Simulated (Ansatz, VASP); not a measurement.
Two plane-wave programs on CdS

The input INCAR:

```
SYSTEM = CdS
  ALGO = Normal
  EDIFF = 1E-6
  ENCUT = 520
  GGA = PE
  ISIF = 2
  ISMEAR = 0
  LASPH = .TRUE.
  LCHARG = .TRUE.
  LELF = .TRUE.
  LREAL = .FALSE.
  LVHAR = .TRUE.
  LWAVE = .FALSE.
  NBANDS = 16
  NELM = 60
  PREC = Accurate
  SIGMA = 0.01
```

Contents of KPOINTS:

```
k-points
0
G
  12 12 12
  0 0 0
```

The input POSCAR:

```
CdS
1.0
    0.0000000000      2.7474986718      2.7474986718
    2.7474986718      0.0000000000      2.7474986718
    2.7474986718      2.7474986718      0.0000000000
Cd S
1 1
Direct
    0.0000000000      0.0000000000      0.0000000000
    0.5000000000      0.5000000000      0.5000000000
```

Input for Ansatz:

```yaml
crystal:
  lattice:
    - [0.0, 2.7474986741, 2.7474986741]
    - [2.7474986741, 0.0, 2.7474986741]
    - [2.7474986741, 2.7474986741, 0.0]
  atoms:
    - { symbol: Cd, position: [0.0, 0.0, 0.0] }
    - { symbol: S, position: [0.5, 0.5, 0.5] }
basis:
  ecutwfc: 420
kpoints:
  mp_grid: { grid: [12, 12, 12] }
  band_path: { path: [VBM, CBM], npoints: 2 }
hamiltonian:
  xc: pbe
scf:
  occupations: { method: gaussian, width: 0.01 }
output:
  forces: false
  stress: false
  eigenvalues: true
checkpoint:
  read: start.run
  write: ck
  compress: false
  write_wavefunctions: false
  write_every: 100000
```

Alike in both runs: task single point; functional PBE; k mesh 12 × 12 × 12; occupations gaussian, width 0.01 eV; no spin polarisation.

|  | VASP | Ansatz |
| --- | --- | --- |
| version | VASP 6.6.1 | Ansatz 0.2.0 |
| potentials or method | VASP PAW PBE potentials, release 64 (Cd, S), cutoff 520 eV | scalar-relativistic, plane waves, PAW |
| valence electrons in the cell | 18 | 26 |

VASP gave:

| Quantity | Value |
| --- | --- |
| gap on the k mesh at the Fermi level (eV) | 0.25 |
| least direct gap on the mesh (eV) | 1.57 |

What did Ansatz give for the same quantities?

gap on the k mesh at the Fermi level (eV): 0.26; least direct gap on the mesh (eV): 1.60.

VASP's potentials hold 18 valence electrons a cell and Ansatz's 26, so a difference there can come from the potentials and not from the codes.
